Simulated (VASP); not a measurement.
Runs of VASP 6.6.1 on HfN. The structure is that of space group Fm-3m (No. 225), or close to it. The cells are those of the table. 

```tsv
cell	gap on the mesh (eV)	pressure (GPa)
a = 3.095, b = 3.095, c = 3.055 Å, angles 60.4, 60.4, 59.1°, 2 atoms	none	(a)
a = 3.055 Å, angles 60.0°, 2 atoms	none	(b)
a = 3.095, b = 3.095, c = 3.135 Å, angles 59.6, 59.6, 60.9°, 2 atoms	none	31.4
a = 3.337, b = 3.337, c = 3.377 Å, angles 59.6, 59.6, 60.8°, 2 atoms	none	-26.3
a = 3.258, b = 3.258, c = 3.135 Å, angles 61.2, 61.2, 57.5°, 2 atoms	none	1.4
```

Alike in all rows: task single point; level PBE; potentials or basis VASP PAW PBE potentials, release 64 (Hf_pv, N); no spin polarisation; k mesh 22 × 22 × 22; cutoff (eV) 520; smearing gaussian 0.15 eV.

Task: Estimate the missing entries.

Result: (a) 42.2; (b) 53.7.

Caveats: spin-orbit coupling is left out, which moves the levels of the heavy elements; the cell stands under pressure (at least some runs); the cell stands under tension (at least some runs).

A k mesh can miss the band edges, and the runs leave out spin-orbit coupling on Hf.

A gap of «none» marks levels without a gap at the run's occupations.
